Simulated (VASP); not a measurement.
Bi: electric field gradients with r2SCAN+D4

The system is Bi.

```
Bi
1.0
    -1.98143    1.98143    1.98143
     1.98143   -1.98143    1.98143
     1.98143    1.98143   -1.98143
Bi
1
Direct
  0.00000 0.00000 0.00000
```

This isn't the form of Bi at room conditions, which is rhombohedral.

```json
{
 "Program": "VASP 6.6.1",
 "Task": "electric field gradients",
 "Functional": "r2SCAN",
 "Dispersion": "D4",
 "Potentials or basis": "VASP PAW PBE potentials, release 64 (Bi_d)",
 "Cutoff": "520 eV",
 "k mesh": "9 × 9 × 9",
 "Occupations": "gaussian, width 0.05 eV",
 "Spin": "non-collinear spin, zero start, spin-orbit coupling",
 "Starting moments": "[[0.0, 0.0, 0.0]] μB",
 "Dipole correction": "no",
 "Further INCAR settings": "ALGO = Normal; EDIFF = 1e-08; NBANDS = 26"
}
```

```
Pressure                                              : 0.5 GPa
Net moment                                            : 0.00 μB per cell
Largest electric field gradient by atom               : under 0.05 V/Å² on every atom
Valence electrons inside the program's atomic spheres : Bi 12.72
Dispersion energy per atom                            : -0.176 eV
```

Moments on the atoms (μB; x, y, z):
```
Bi  0.00 0.00 0.00
```

Run time: 17 min on 1 thread of Intel Xeon 8259CL, on a shared host, peak memory 0.3 GiB.

Caveat: the PAW data sets were made with another functional, which shifts forces and pressure a little.
